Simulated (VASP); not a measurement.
**FeSi: single point with PBE**

Crystal: FeSi.

```
CELL_PARAMETERS angstrom
4.40305 0.00000 0.00000
0.00000 4.40305 0.00000
0.00000 0.00000 4.40305
ATOMIC_POSITIONS crystal
Fe 0.86334 0.63666 0.36334
Fe 0.63666 0.36334 0.86334
Fe 0.36334 0.86334 0.63666
Fe 0.13666 0.13666 0.13666
Si 0.15887 0.34113 0.65887
Si 0.34113 0.65887 0.15887
Si 0.65887 0.15887 0.34113
Si 0.84113 0.84113 0.84113
```

```
Program             : VASP 6.6.1
Task                : single point
Functional          : PBE
Potentials or basis : VASP PAW PBE potentials, release 64 (Fe, Si)
Cutoff              : 520 eV
k mesh              : 6 × 6 × 6
Occupations         : fermi-dirac, width 0.02 eV
Spin                : no spin polarisation
```

```
Pressure               : 7.5 GPa
Largest force          : 0.104 eV/Å
Band gap on the k mesh : 0.18 eV
```

Forces in eV/Å, atoms in the order of the input:
```
Fe  -0.060  0.060 -0.060
Fe   0.060 -0.060 -0.060
Fe  -0.060 -0.060  0.060
Fe   0.060  0.060  0.060
Si  -0.010  0.010 -0.010
Si   0.010 -0.010 -0.010
Si  -0.010 -0.010  0.010
Si   0.010  0.010  0.010
```

Levels at points of the mesh, in eV from the valence-band top:
```tsv
k point	band 20	band 21	band 22	band 23	band 24	band 25	band 26	band 27	band 28	band 29
(0.00, 0.00, 0.00)	-0.29	-0.29	-0.29	-0.04	-0.04	0.70	0.70	0.70	3.19	3.19
(0.50, 0.00, 0.00)	-1.29	-0.39	-0.39	0.00	0.00	0.21	0.21	1.79	1.79	2.35
(0.50, 0.50, 0.00)	-1.31	-1.05	-1.05	-0.37	-0.37	0.67	0.67	1.37	1.37	2.85
(0.50, 0.50, 0.50)	-0.76	-0.69	-0.69	-0.69	-0.69	0.53	0.53	0.53	0.53	5.86
```

It took 39 s on 1 thread of Intel(R) Xeon(R) 6975P-C (Granite Rapids), on a shared host, peak memory 0.22 GiB.

Caveat: the cell stands under pressure. Spin polarisation is off, so any magnetic state and its effect on volume and gap are missing.
